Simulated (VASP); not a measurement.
# Mo (P-3m1) in VASP: further runs

The runs below take Mo through single point, relaxation of cell and atoms, with PBE.

Program: VASP 6.6.1. These are calculated values, not measurements. Logs are shortened: lines on timing, memory, paths and dates and some standing lists are left out, and cuts for length are marked.

## Step 1: The cell of the first run

Symmetry: P-3m1, No. 164, trigonal system. The conventional cell has a = 2.735 Å, b = 2.735 Å, c = 19.246 Å, α = 90.00°, β = 90.00°, γ = 120.00°. Within 3.6 Å of Mo (site symmetry 3m) lie 12 Mo at 2.73 to 2.88 Å. Mo (site symmetry 3m) has 12 Mo at 2.73 to 2.88 Å within 3.6 Å. Within 3.6 Å of Mo (site symmetry 3m) lie 12 Mo at 2.73 to 2.88 Å. Within 3.6 Å of Mo (site symmetry 3m) lie 12 Mo at 2.73 to 2.88 Å.

The cell was generated, and may not be a known phase.

## Step 2: Single point, PBE

INCAR

```
  PREC = Accurate
  ENCUT = 520
  EDIFF = 1E-7
  ISMEAR = 0
  SIGMA = 0.1
  LREAL = F
  LASPH = T
  NELM = 60
  ALGO = Normal
  ISIF = 2
  LWAVE = F
  LCHARG = T
  GGA = PE
  LELF = T
  LVHAR = T
  NBANDS = 66
```

KPOINTS

```
Automatic mesh
0
Gamma
  6 6 1
```

POSCAR

```
Mo
1.0
    2.7346718600      0.0000000000      0.0000000000
   -1.3673359300      2.3682953000      0.0000000000
    0.0000000000      0.0000000000     19.2459252700
Mo
8
Direct
    0.0000000000      0.0000000000      0.6875000000
    0.3333333300      0.6666666700      0.8125000000
    0.6666666700      0.3333333300      0.9375000000
    0.3333333300      0.6666666700      0.0625000000
    0.6666666700      0.3333333300      0.1875000000
    0.0000000000      0.0000000000      0.3125000000
    0.3333333300      0.6666666700      0.4375000000
    0.6666666700      0.3333333300      0.5625000000
```

Potentials or basis: VASP PAW PBE potentials, release 64 (Mo_sv).

Run with:

```bash
> cat potpaw_PBE.64/Mo_sv/POTCAR > POTCAR
> mpirun -np 1 vasp_std > vasp.out
```

OUTCAR:

```text
PREC = Accurate
   ENCUT = 520
   EDIFF = 1E-7
   ISMEAR = 0
   LREAL = F
   LASPH = T
   NELM = 60
   ISIF = 2
   GGA = PE

 ion  position               nearest neighbor table
   1  0.000  0.000  0.688-   2 2.88   8 2.88   2 2.88   8 2.88   8 2.88   2 2.88
   2  0.333  0.667  0.812-   3 2.88   1 2.88   3 2.88   1 2.88   1 2.88   3 2.88
   3  0.667  0.333  0.938-   2 2.88   4 2.88   2 2.88   4 2.88   2 2.88   4 2.88
   4  0.333  0.667  0.062-   3 2.88   5 2.88   3 2.88   5 2.88   3 2.88   5 2.88
   5  0.667  0.333  0.188-   4 2.88   6 2.88   4 2.88   6 2.88   6 2.88   4 2.88
   6  0.000  0.000  0.312-   5 2.88   7 2.88   7 2.88   5 2.88   5 2.88   7 2.88
   7  0.333  0.667  0.438-   8 2.88   6 2.88   8 2.88   6 2.88   6 2.88   8 2.88
   8  0.667  0.333  0.562-   7 2.88   1 2.88   7 2.88   1 2.88   1 2.88   7 2.88

  LATTYP: Found a hexagonal cell.
 ALAT       =     2.7346718600
 C/A-ratio  =     7.0377457535

  Lattice vectors:

 A1 = (   2.7346718600,   0.0000000000,   0.0000000000)
 A2 = (  -1.3673359300,   2.3682953000,   0.0000000000)
 A3 = (   0.0000000000,   0.0000000000,  19.2459252700)

Analysis of symmetry for initial positions (statically):
=====================================================================
 Subroutine PRICEL returns:
 Original cell was already a primitive cell.

 Routine SETGRP: Setting up the symmetry group for a
 hexagonal supercell.

 Subroutine GETGRP returns: Found 12 space group operations
 (whereof 12 operations were pure point group operations)
 out of a pool of 24 trial point group operations.

The static configuration has the point symmetry D_3d.

Analysis of symmetry for dynamics (positions and initial velocities):
=====================================================================
 Subroutine PRICEL returns:
 Original cell was already a primitive cell.

 Routine SETGRP: Setting up the symmetry group for a
 hexagonal supercell.

 Subroutine GETGRP returns: Found 12 space group operations
 (whereof 12 operations were pure point group operations)
 out of a pool of 24 trial point group operations.

The dynamic configuration has the point symmetry D_3d.

 Subroutine INISYM returns: Found 12 space group operations
 (whereof 12 operations are pure point group operations),
 and found     1 'primitive' translations

----------------------------------------------------------------------------------------

                                     Primitive cell

  volume of cell :     124.6464

  direct lattice vectors                    reciprocal lattice vectors
     2.734671860  0.000000000  0.000000000     0.365674586  0.211122321  0.000000000
    -1.367335930  2.368295300  0.000000000     0.000000000  0.422244642  0.000000000
     0.000000000  0.000000000 19.245925270     0.000000000  0.000000000  0.051959050

  length of vectors
     2.734671860  2.734671858 19.245925270     0.422244641  0.422244642  0.051959050

  position of ions in fractional coordinates (direct lattice)
     0.000000000  0.000000000  0.687500000
     0.333333330  0.666666670  0.812500000
     0.666666670  0.333333330  0.937500000
     0.333333330  0.666666670  0.062500000
     0.666666670  0.333333330  0.187500000
     0.000000000  0.000000000  0.312500000
     0.333333330  0.666666670  0.437500000
     0.666666670  0.333333330  0.562500000

  ion indices of the primitive-cell ions
   primitive index   ion index
                 1           1
                 2           2
                 3           3
                 4           4
                 5           5
                 6           6
                 7           7
                 8           8

----------------------------------------------------------------------------------------

 KPOINTS: Automatic mesh

Automatic generation of k-mesh.
 Grid dimensions read from file:
 generate k-points for:    6    6    1

 Generating k-lattice:

  Cartesian coordinates                     Fractional coordinates (reciprocal lattice)
     0.060945764  0.035187053  0.000000000     0.166666667 -0.000000000  0.000000000
     0.000000000  0.070374107  0.000000000     0.000000000  0.166666667  0.000000000
     0.000000000  0.000000000  0.051959050     0.000000000  0.000000000  1.000000000

  Length of vectors
     0.070374107  0.070374107  0.051959050

  Shift w.r.t. Gamma in fractional coordinates (k-lattice)
     0.000000000  0.000000000  0.000000000

 Subroutine IBZKPT returns following result:
 ===========================================

 Found      7 irreducible k-points:

 Following reciprocal coordinates:
            Coordinates               Weight
  0.000000  0.000000  0.000000      1.000000
  0.166667 -0.000000  0.000000      6.000000
  0.333333  0.000000  0.000000      6.000000
  0.500000  0.000000  0.000000      3.000000
  0.166667  0.166667  0.000000      6.000000
  0.333333  0.166667  0.000000     12.000000
  0.333333  0.333333  0.000000      2.000000
   k-points           NKPTS =      7   k-points in BZ     NKDIM =      7   number of bands    NBANDS=     66
   number of dos      NEDOS =    301   number of ions     NIONS =      8
   total plane-waves  NPLWV =  57600
   dimension x,y,z NGX =    20 NGY =   20 NGZ =  144
   dimension x,y,z NGXF=    40 NGYF=   40 NGZF=  288
   ions per type =               8
   NGX,Y,Z   is equivalent  to a cutoff of  12.16, 12.16, 12.44 a.u.
   NGXF,Y,Z  is equivalent  to a cutoff of  24.32, 24.32, 24.88 a.u.
 SYSTEM =  unknown system
   PREC   = accura    normal or accurate (medium, high low for compatibility)
   ISTART =      0    job   : 0-new  1-cont  2-samecut
   ICHARG =      2    charge: 1-file 2-atom 10-const
   ISPIN  =      1    spin polarized calculation?
   LNONCOLLINEAR =      F non collinear calculations
   LSORBIT =      F    spin-orbit coupling
   LASPH  =      T    aspherical Exc in radial PAW
   ENCUT  =  520.0 eV  38.22 Ry    6.18 a.u.   5.08  5.08 35.78*2*pi/ulx,y,z
   NELM   =     60;   NELMIN=  2; NELMDL= -5     # of ELM steps
   EDIFF  = 0.1E-06   stopping-criterion for ELM
   LREAL  =      F    real-space projection
   EDIFFG = 0.1E-05   stopping-criterion for IOM
   NSW    =      0    number of steps for IOM
   IBRION =     -1    ionic relax: 0-MD 1-quasi-New 2-CG
   NFREE  =      0    steps in history (QN), initial steepest desc. (CG)
   ISIF   =      2    stress and relaxation
   ISYM   =      2    0-nonsym 1-usesym 2-fastsym
   POTIM  = 0.5000    time-step for ionic-motion
   TEBEG  =    0.0;   TEEND  =   0.0 temperature during run
   PSTRESS=    0.0 pullay stress
   NELECT =     112.0000    total number of electrons
   NUPDOWN=      -1.0000    fix difference up-down
   EMIN   =  10.00;   EMAX   =-10.00  energy-range for DOS
   EFERMI =   0.00;   METHOD = LEGACY
   ISMEAR =     0;   SIGMA  =   0.10  broadening in eV -4-tet -1-fermi 0-gaus
   EFERMI_NEDOS =   21; number of points for ismear=-14 and -15
   IALGO  =     38    algorithm
   IMIX   =      4    mixing-type and parameters
     AMIX     =   0.40;   BMIX     =  1.00
     AMIX_MAG =   1.60;   BMIX_MAG =  1.00
  volume/ion in A,a.u.               =      15.58       105.14
  Fermi-wavevector in a.u.,A,eV,Ry     =   1.579747  2.985289 33.954709  2.495601
  Thomas-Fermi vector in A             =   2.680079
   LORBIT       =      0    0 simple, 1 ext, 2 COOP (PROOUT), +10 PAW based schemes
   GGA     = PE    functional components
   LHFCALC =     F    Hartree Fock is set to
   AEXX    =    0.0000 exact exchange contribution
   IVDW    =     0    specifies the selected vdW correction
   LEPSILON=     F    determine dielectric tensor
   LRPA    =     F    only Hartree local field effects (RPA)
 non-spin polarized calculation
 Gauss-broadening in eV      SIGMA  =   0.10
  energy-cutoff  :      520.00
  volume of cell :      124.65
 maximum number of plane-waves:      3381
   NGX = 11   NGY = 11   NGZ = 71

 number of electron     112.0000013 magnetization

 Free energy of the ion-electron system (eV)
  ---------------------------------------------------
  ext. energy  EPLUGINS =         0.00000000
  ---------------------------------------------------
  free energy    TOTEN  =       -83.79487074 eV

  energy without entropy =      -83.73987179  energy(sigma->0) =      -83.76737127

 E-fermi :  12.3737     XC(G=0): -13.3876

 val. band max:       12.3057875649   @ k =   0.5000   0.0000   0.0000
 cond. band min:      12.3794097590   @ k =   0.1667  -0.0000   0.0000
 fundamental gap:      0.0736221941
 Fermi energy:        12.3737387341

 k-point     1 :       0.0000    0.0000    0.0000
  band No.  band energies     occupation
      1     -48.5242      2.00000
      2     -48.4845      2.00000
      3     -48.4734      2.00000
      4     -48.4190      2.00000
      5     -48.4148      2.00000
      6     -48.3600      2.00000
[... 58 lines left out ...]
     65      14.0392      0.00000
     66      14.0393      0.00000

 k-point     2 :       0.1667   -0.0000    0.0000
  band No.  band energies     occupation
      1     -48.4598      2.00000
      2     -48.4227      2.00000
      3     -48.4107      2.00000
      4     -48.3646      2.00000
      5     -48.3596      2.00000
      6     -48.3130      2.00000
[... 58 lines left out ...]
     65      13.0921      0.00000
     66      13.3312      0.00000

 k-point     3 :       0.3333    0.0000    0.0000
  band No.  band energies     occupation
      1     -48.3237      2.00000
      2     -48.2938      2.00000
      3     -48.2779      2.00000
      4     -48.2574      2.00000
      5     -48.2441      2.00000
      6     -48.2224      2.00000
[... 58 lines left out ...]
     65      14.7971      0.00000
     66      14.8836      0.00000

 k-point     4 :       0.5000    0.0000    0.0000
  band No.  band energies     occupation
      1     -48.2475      2.00000
      2     -48.2249      2.00000
      3     -48.2081      2.00000
      4     -48.2003      2.00000
      5     -48.1874      2.00000
      6     -48.1779      2.00000
[... 58 lines left out ...]
     65      16.6550      0.00000
     66      16.7209      0.00000

 k-point     5 :       0.1667    0.1667    0.0000
  band No.  band energies     occupation
      1     -48.3591      2.00000
      2     -48.3267      2.00000
      3     -48.3131      2.00000
      4     -48.2820      2.00000
      5     -48.2757      2.00000
      6     -48.2438      2.00000
[... 58 lines left out ...]
     65      13.9807      0.00000
     66      14.1845      0.00000

 k-point     6 :       0.3333    0.1667    0.0000
  band No.  band energies     occupation
      1     -48.2483      2.00000
      2     -48.2255      2.00000
      3     -48.2076      2.00000
      4     -48.2019      2.00000
      5     -48.1864      2.00000
      6     -48.1785      2.00000
[... 58 lines left out ...]
     65      14.7010      0.00000
     66      14.9967      0.00000

 k-point     7 :       0.3333    0.3333    0.0000
  band No.  band energies     occupation
      1     -48.1989      2.00000
      2     -48.1989      2.00000
      3     -48.1733      2.00000
      4     -48.1733      2.00000
      5     -48.1552      2.00000
      6     -48.1552      2.00000
[... 58 lines left out ...]
     65      15.2003      0.00000
     66      15.2003      0.00000

------------------------ aborting loop because EDIFF is reached ----------------------------------------

  FORCE on cell =-STRESS in cart. coord.  units (eV):
  Direction    XX          YY          ZZ          XY          YZ          ZX
  --------------------------------------------------------------------------------------
  -------------------------------------------------------------------------------------
  Total        8.0068901      8.0068900      5.1268948      0.0000000      0.0000000     -0.0000000
  in kB      102.9187677    102.9187676     65.8999551      0.0000000      0.0000000     -0.0000000
  external PRESSURE =      90.5791635 kB  Pullay stress =       0.0000000 kB

 VOLUME and BASIS-vectors are now :
 -----------------------------------------------------------------------------
  energy-cutoff  :      520.00
  volume of cell :      124.65
      direct lattice vectors                 reciprocal lattice vectors
     2.734671860  0.000000000  0.000000000     0.365674586  0.211122321  0.000000000
    -1.367335930  2.368295300  0.000000000     0.000000000  0.422244642  0.000000000
     0.000000000  0.000000000 19.245925270     0.000000000  0.000000000  0.051959050

 POSITION                                       TOTAL-FORCE (eV/Angst)
 -----------------------------------------------------------------------------------
      0.00000      0.00000     13.23157         0.000000      0.000000      0.079444
     -0.00000      1.57886     15.63731         0.000000      0.000000     -0.026927
      1.36734      0.78943     18.04305         0.000000      0.000000      0.149828
     -0.00000      1.57886      1.20287        -0.000000     -0.000000     -0.149828
      1.36734      0.78943      3.60861         0.000000      0.000000      0.026927
      0.00000      0.00000      6.01435         0.000000      0.000000     -0.079444
     -0.00000      1.57886      8.42009        -0.000000      0.000000      0.138151
      1.36734      0.78943     10.82583         0.000000     -0.000000     -0.138151
 -----------------------------------------------------------------------------------
    total drift:                                0.000000      0.000000      0.000000

  FREE ENERGIE OF THE ION-ELECTRON SYSTEM (eV)
  ---------------------------------------------------
  free  energy   TOTEN  =       -83.7948707386 eV

  energy  without entropy=      -83.7398717945  energy(sigma->0) =      -83.76737127
```

It took 86 s on 1 thread of Intel Xeon Platinum 8259CL at 2.50GHz (Skylake/Cascade Lake), shared host; peak memory 0.23 GiB.

Results:

- Free energy: -83.7949 eV
- Pressure: 9.1 GPa
- Largest force: 0.150 eV/Å
- Band gap on the k mesh: zero (bands 56 and 57 overlap by 1.73 eV)

Forces on the atoms (eV/Å):
```
Mo   0.000  0.000  0.079
Mo   0.000  0.000 -0.027
Mo   0.000  0.000  0.150
Mo   0.000  0.000 -0.150
Mo   0.000  0.000  0.027
Mo   0.000  0.000 -0.079
Mo   0.000  0.000  0.138
Mo   0.000  0.000 -0.138
```

Stress tensor (GPa, compression positive):
```
10.29  0.00  0.00
 0.00 10.29  0.00
 0.00  0.00  6.59
```

Levels at points of the mesh, in eV from the Fermi level:
```tsv
k point	band 52	band 53	band 54	band 55	band 56	band 57	band 58	band 59	band 60	band 61
(0.00, 0.00, 0.00)	-0.58	-0.58	-0.57	-0.57	-0.51	-0.51	-0.47	-0.46	-0.46	-0.46
(0.50, 0.00, 0.00)	-0.07	-0.07	0.12	0.13	1.22	1.22	1.24	1.50	2.40	2.83
```

Caveat: the k points lie up to 0.44 Å⁻¹ apart, too coarse for converged energies and pressures of a metal.

[end of part 1 of 2]

The gap in the log of VASP goes by the Fermi energy; the results here count the filled bands.